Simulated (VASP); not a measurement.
# PbSe (Pm-3m) in VASP: further runs, part 2 of 2

VASP 6.6.1.

### 5 Single point, PBE

This run uses another cell than the first one, of 28.72 Å³/atom, 1.082 times its volume.

INCAR

```
SYSTEM = PbSe
PREC = Accurate
ENCUT = 520
EDIFF = 1E-6
ISMEAR = -1
SIGMA = 0.05
LREAL = .False.
LASPH = .True.
NELM = 80
ALGO = Normal
ISIF = 2
LWAVE = .False.
LCHARG = .False.
GGA = PE
NBANDS = 17
```

KPOINTS

```
Automatic mesh
0
Gamma
  7 7 7
  0 0 0
```

POSCAR

```
PbSe
1.0
    3.8585432354      0.0000000000      0.0000000000
    0.0000000000      3.8585432354      0.0000000000
    0.0000000000      0.0000000000      3.8585432354
Pb Se
1 1
Direct
    0.0000000000      0.0000000000      0.0000000000
    0.5000000000      0.5000000000      0.5000000000
```

Potentials or basis: VASP PAW PBE potentials, release 64 (Pb_d, Se).

The run is started by

```sh
> cat potpaw_PBE.64/Pb_d/POTCAR potpaw_PBE.64/Se/POTCAR > POTCAR
> mpirun -np 1 vasp_std > vasp.out
```

OUTCAR:

```text
SYSTEM = PbSe
   PREC = Accurate
   ENCUT = 520
   EDIFF = 1E-6
   ISMEAR = -1
   LREAL = .False.
   LASPH = .True.
   NELM = 80
   ISIF = 2
   GGA = PE

 ion  position               nearest neighbor table
   1  0.000  0.000  0.000-   2 3.34   2 3.34   2 3.34   2 3.34   2 3.34   2 3.34   2 3.34   2 3.34

   2  0.500  0.500  0.500-   1 3.34   1 3.34   1 3.34   1 3.34   1 3.34   1 3.34   1 3.34   1 3.34

  LATTYP: Found a simple cubic cell.
 ALAT       =     3.8585432354

  Lattice vectors:

 A1 = (   3.8585432354,   0.0000000000,   0.0000000000)
 A2 = (   0.0000000000,   3.8585432354,   0.0000000000)
 A3 = (   0.0000000000,   0.0000000000,   3.8585432354)

Analysis of symmetry for initial positions (statically):
=====================================================================
 Subroutine PRICEL returns:
 Original cell was already a primitive cell.

 Routine SETGRP: Setting up the symmetry group for a
 simple cubic supercell.

 Subroutine GETGRP returns: Found 48 space group operations
 (whereof 48 operations were pure point group operations)
 out of a pool of 48 trial point group operations.

The static configuration has the point symmetry O_h .

Analysis of symmetry for dynamics (positions and initial velocities):
=====================================================================
 Subroutine PRICEL returns:
 Original cell was already a primitive cell.

 Routine SETGRP: Setting up the symmetry group for a
 simple cubic supercell.

 Subroutine GETGRP returns: Found 48 space group operations
 (whereof 48 operations were pure point group operations)
 out of a pool of 48 trial point group operations.

The dynamic configuration has the point symmetry O_h .

 Subroutine INISYM returns: Found 48 space group operations
 (whereof 48 operations are pure point group operations),
 and found     1 'primitive' translations

----------------------------------------------------------------------------------------

                                     Primitive cell

  volume of cell :      57.4474

  direct lattice vectors                    reciprocal lattice vectors
     3.858543235  0.000000000  0.000000000     0.259165166  0.000000000  0.000000000
     0.000000000  3.858543235  0.000000000     0.000000000  0.259165166  0.000000000
     0.000000000  0.000000000  3.858543235     0.000000000  0.000000000  0.259165166

  length of vectors
     3.858543235  3.858543235  3.858543235     0.259165166  0.259165166  0.259165166

  position of ions in fractional coordinates (direct lattice)
     0.000000000  0.000000000  0.000000000
     0.500000000  0.500000000  0.500000000

  ion indices of the primitive-cell ions
   primitive index   ion index
                 1           1
                 2           2

----------------------------------------------------------------------------------------

 KPOINTS: Automatic mesh

Automatic generation of k-mesh.
 Grid dimensions read from file:
 generate k-points for:    7    7    7

 Generating k-lattice:

  Cartesian coordinates                     Fractional coordinates (reciprocal lattice)
     0.037023595  0.000000000  0.000000000     0.142857143  0.000000000  0.000000000
     0.000000000  0.037023595  0.000000000     0.000000000  0.142857143  0.000000000
     0.000000000  0.000000000  0.037023595     0.000000000  0.000000000  0.142857143

  Length of vectors
     0.037023595  0.037023595  0.037023595

  Shift w.r.t. Gamma in fractional coordinates (k-lattice)
     0.000000000  0.000000000  0.000000000

 Subroutine IBZKPT returns following result:
 ===========================================

 Found     20 irreducible k-points:

 Following reciprocal coordinates:
            Coordinates               Weight
  0.000000  0.000000  0.000000      1.000000
  0.142857  0.000000  0.000000      6.000000
  0.285714  0.000000  0.000000      6.000000
  0.428571  0.000000  0.000000      6.000000
  0.142857  0.142857  0.000000     12.000000
  0.285714  0.142857  0.000000     24.000000
[... 12 lines left out ...]
  0.428571  0.428571  0.285714     24.000000
  0.428571  0.428571  0.428571      8.000000
   k-points           NKPTS =     20   k-points in BZ     NKDIM =     20   number of bands    NBANDS=     17
   number of dos      NEDOS =    301   number of ions     NIONS =      2
   total plane-waves  NPLWV =  27000
   dimension x,y,z NGX =    30 NGY =   30 NGZ =   30
   dimension x,y,z NGXF=    60 NGYF=   60 NGZF=   60
   ions per type =               1   1
   NGX,Y,Z   is equivalent  to a cutoff of  12.93, 12.93, 12.93 a.u.
   NGXF,Y,Z  is equivalent  to a cutoff of  25.85, 25.85, 25.85 a.u.
 SYSTEM =  PbSe
   PREC   = accura    normal or accurate (medium, high low for compatibility)
   ISTART =      0    job   : 0-new  1-cont  2-samecut
   ICHARG =      2    charge: 1-file 2-atom 10-const
   ISPIN  =      1    spin polarized calculation?
   LNONCOLLINEAR =      F non collinear calculations
   LSORBIT =      F    spin-orbit coupling
   LASPH  =      T    aspherical Exc in radial PAW
   ENCUT  =  520.0 eV  38.22 Ry    6.18 a.u.   7.17  7.17  7.17*2*pi/ulx,y,z
   NELM   =     80;   NELMIN=  2; NELMDL= -5     # of ELM steps
   EDIFF  = 0.1E-05   stopping-criterion for ELM
   LREAL  =      F    real-space projection
   EDIFFG = 0.1E-04   stopping-criterion for IOM
   NSW    =      0    number of steps for IOM
   IBRION =     -1    ionic relax: 0-MD 1-quasi-New 2-CG
   NFREE  =      0    steps in history (QN), initial steepest desc. (CG)
   ISIF   =      2    stress and relaxation
   ISYM   =      2    0-nonsym 1-usesym 2-fastsym
   POTIM  = 0.5000    time-step for ionic-motion
   TEBEG  =    0.0;   TEEND  =   0.0 temperature during run
   PSTRESS=    0.0 pullay stress
   NELECT =      20.0000    total number of electrons
   NUPDOWN=      -1.0000    fix difference up-down
   EMIN   =  10.00;   EMAX   =-10.00  energy-range for DOS
   EFERMI =   0.00;   METHOD = LEGACY
   ISMEAR =    -1;   SIGMA  =   0.05  broadening in eV -4-tet -1-fermi 0-gaus
   EFERMI_NEDOS =   21; number of points for ismear=-14 and -15
   IALGO  =     38    algorithm
   IMIX   =      4    mixing-type and parameters
     AMIX     =   0.40;   BMIX     =  1.00
     AMIX_MAG =   1.60;   BMIX_MAG =  1.00
  volume/ion in A,a.u.               =      28.72       193.84
  Fermi-wavevector in a.u.,A,eV,Ry     =   1.151670  2.176341 18.046009  1.326344
  Thomas-Fermi vector in A             =   2.288326
   LORBIT       =      0    0 simple, 1 ext, 2 COOP (PROOUT), +10 PAW based schemes
   GGA     = PE    functional components
   LHFCALC =     F    Hartree Fock is set to
   AEXX    =    0.0000 exact exchange contribution
   IVDW    =     0    specifies the selected vdW correction
   LEPSILON=     F    determine dielectric tensor
   LRPA    =     F    only Hartree local field effects (RPA)
 non-spin polarized calculation
  energy-cutoff  :      520.00
  volume of cell :       57.45
 maximum number of plane-waves:      1562
 NGX is ok and might be reduce to    30
   NGX = 15   NGY = 15   NGZ = 15

 number of electron      20.0000002 magnetization

 Free energy of the ion-electron system (eV)
  ---------------------------------------------------
  ext. energy  EPLUGINS =         0.00000000
  ---------------------------------------------------
  free energy    TOTEN  =        -7.69132909 eV

  energy without entropy =       -7.68116774  energy(sigma->0) =       -7.68624841

 E-fermi :   4.7339     XC(G=0):  -9.6830

 val. band max:        4.7259751972   @ k =   0.4286   0.4286   0.0000
 cond. band min:       5.2974920865   @ k =   0.4286   0.0000   0.0000
 fundamental gap:      0.5715168893
 Fermi energy:         4.7339050769

 k-point     1 :       0.0000    0.0000    0.0000
  band No.  band energies     occupation
      1     -12.2223      2.00000
      2     -12.2223      2.00000
      3     -12.0976      2.00000
      4     -12.0976      2.00000
      5     -12.0976      2.00000
      6      -8.1095      2.00000
[... 9 lines left out ...]
     16      15.2022      0.00000
     17      17.2827      0.00000
[... 361 lines left out ...]
 k-point    20 :       0.4286    0.4286    0.4286
  band No.  band energies     occupation
      1     -12.1677      2.00000
      2     -12.1645      2.00000
      3     -12.1645      2.00000
      4     -12.0751      2.00000
      5     -12.0751      2.00000
      6      -6.4895      2.00000
[... 9 lines left out ...]
     16      17.2678      0.00000
     17      20.7768      0.00000

------------------------ aborting loop because EDIFF is reached ----------------------------------------

  FORCE on cell =-STRESS in cart. coord.  units (eV):
  Direction    XX          YY          ZZ          XY          YZ          ZX
  --------------------------------------------------------------------------------------
  -------------------------------------------------------------------------------------
  Total       -0.9369114     -0.9369114     -0.9369114      0.0000000     -0.0000000      0.0000000
  in kB      -26.1299750    -26.1299750    -26.1299750      0.0000000     -0.0000000      0.0000000
  external PRESSURE =     -26.1299750 kB  Pullay stress =       0.0000000 kB

 VOLUME and BASIS-vectors are now :
 -----------------------------------------------------------------------------
  energy-cutoff  :      520.00
  volume of cell :       57.45
      direct lattice vectors                 reciprocal lattice vectors
     3.858543235  0.000000000  0.000000000     0.259165166  0.000000000  0.000000000
     0.000000000  3.858543235  0.000000000     0.000000000  0.259165166  0.000000000
     0.000000000  0.000000000  3.858543235     0.000000000  0.000000000  0.259165166

 POSITION                                       TOTAL-FORCE (eV/Angst)
 -----------------------------------------------------------------------------------
      0.00000      0.00000      0.00000         0.000000      0.000000      0.000000
      1.92927      1.92927      1.92927         0.000000      0.000000      0.000000
 -----------------------------------------------------------------------------------
    total drift:                               -0.000000     -0.000000     -0.000000

  FREE ENERGIE OF THE ION-ELECTRON SYSTEM (eV)
  ---------------------------------------------------
  free  energy   TOTEN  =        -7.6913290873 eV

  energy  without entropy=       -7.6811677384  energy(sigma->0) =       -7.68624841
```

Run time: 34 s. Hardware: 1 thread of Intel Xeon 8259CL, shared host; peak memory 0.15 GiB.

What came out:

- Free energy: -7.6913 eV
- Pressure: -2.6 GPa
- Band gap on the k mesh: zero (band 10 reaches 4.73 eV, above the bottom of band 11 at 4.70 eV)

Levels at points of the mesh, in eV from the Fermi level:
| k point | band 8 | band 9 | band 10 | band 11 | band 12 | band 13 |
| --- | --- | --- | --- | --- | --- | --- |
| (0.00, 0.00, 0.00) | -1.35 | -1.35 | -1.35 | 5.19 | 5.19 | 5.66 |

Caveat: spin-orbit coupling is left out, which moves the levels of the heavy elements.

### 6 Relaxation of cell and atoms, RPBE+D3(BJ)

This run uses another cell than the first one, of 27.10 Å³/atom, 1.020 times its volume.

INCAR

```
PREC     = Accurate       # precision mode
ENCUT    = 600            # plane-wave cutoff, eV
EDIFF    = 1E-7           # SCF threshold, eV
ISMEAR   = -1             # smearing method
SIGMA    = 0.05           # smearing width, eV
LREAL    = False          # projectors in reciprocal space
LASPH    = True           # aspherical terms in the spheres
NELM     = 60             # most SCF steps
ALGO     = Normal         # electronic algorithm
ISIF     = 3              # what is computed and relaxed
LWAVE    = False          # write WAVECAR
LCHARG   = False          # write CHGCAR
GGA      = RP             # functional
IVDW     = 12             # dispersion correction
IBRION   = 2              # ionic algorithm
NSW      = 60             # ionic steps
EDIFFG   = -0.01          # ionic threshold
```

KPOINTS

```
regular mesh
0
Gamma
  7 7 7
```

POSCAR

```
PbSe
1.0
    3.7843220000      0.0000000000      0.0000000000
    0.0000000000      3.7843220000      0.0000000000
    0.0000000000      0.0000000000      3.7843220000
Pb Se
1 1
Direct
    0.0000000000      0.0000000000      0.0000000000
    0.5000000000      0.5000000000      0.5000000000
```

Potentials or basis: VASP PAW PBE potentials, release 64 (Pb_d, Se).

The run is started by

```sh
> cat potpaw_PBE.64/Pb_d/POTCAR potpaw_PBE.64/Se/POTCAR > POTCAR
> mpirun -np 1 vasp_std > vasp.out
```

Wall time 2.1 min (1 thread of Intel Xeon Platinum 8259CL at 2.50GHz (Skylake/Cascade Lake), shared host); peak memory 0.2 GiB.

It converged, with:

```
Free energy                            : -11.7064 eV
Relaxed volume                         : 20.01 Å³/atom
Relaxed cell                           : a = 3.421 Å, b = 3.421 Å, c = 3.421 Å, α = 90.00°, β = 90.00°, γ = 90.00°
Space group after relaxing (to 0.05 Å) : Pm-3m (No. 221)
Energy gained by relaxing              : 488.2 meV/atom
Ionic steps                            : 6
Pressure after relaxing                : 0.0 GPa
Band gap on the k mesh                 : zero (band 10 reaches 9.60 eV, above the bottom of band 11 at 8.26 eV)
Dispersion energy per atom             : -2.938 eV
```

The path:
| step | energy change (eV) | largest force (eV/Å) | pressure (GPa) | volume (Å³) |
| --- | --- | --- | --- | --- |
| 1 | 0.0000 | 0.0000 | -16.65 | 54.20 |
| 2 | -0.7165 | 0.0000 | 19.05 | 34.98 |
| 3 | -0.9764 | 0.0000 | -0.08 | 40.06 |
| 4 | -0.9760 | 0.0000 | 0.59 | 39.81 |
| 5 | -0.9761 | 0.0000 | -0.46 | 40.21 |
| 6 | -0.9764 | 0.0000 | 0.01 | 40.03 |

Final structure:
```
CELL_PARAMETERS angstrom
3.42080 0.00000 0.00000
0.00000 3.42080 0.00000
0.00000 0.00000 3.42080
ATOMIC_POSITIONS crystal
Pb 0.00000 0.00000 0.00000
Se 0.50000 0.50000 0.50000
```

Levels at points of the mesh, in eV from the Fermi level:
```
           k point  band 8  band 9  band 10  band 11  band 12  band 13
(0.00, 0.00, 0.00)   -2.64   -2.64    -2.64     4.46     4.46     8.33
```

Caveat: the volume moved by over 15 % at a fixed basis, so the end points are rough; the PAW data sets were made with another functional, which shifts forces and pressure a little; spin-orbit coupling is left out, which moves the levels of the heavy elements; pairwise dispersion overbinds metals, which lowers pressure and volume.

### 7 The runs side by side

| task | level | cell | cutoff (eV) | gap on the mesh (eV) | pressure (GPa) |
| --- | --- | --- | --- | --- | --- |
| single point | PBE | a = 3.759 Å, 2 atoms | 520 | none | 0.8 |
| single point | PBE | a = 3.809 Å, 2 atoms | 520 | none | -1.1 |
| single point | PBE | a = 3.834 Å, 2 atoms | 520 | none | -1.9 |
| single point | PBE | a = 3.859 Å, 2 atoms | 520 | none | -2.6 |
| relaxation of cell and atoms | RPBE+D3(BJ) | relaxed from a = 3.784 Å, 2 atoms | 600 | none | 0.0 |

Alike in all rows: potentials or basis VASP PAW PBE potentials, release 64 (Pb_d, Se); no spin polarisation; k mesh 7 × 7 × 7; smearing fermi-dirac 0.05 eV.

Caveats: spin-orbit coupling is left out, which moves the levels of the heavy elements; the volume moved by over 15 % at a fixed basis, so the end points are rough (some runs); the PAW data sets were made with another functional, which shifts forces and pressure a little (some runs); pairwise dispersion overbinds metals, which lowers pressure and volume (some runs).

Total energies depend on the potentials used, so only differences within one code and one set of settings carry meaning.
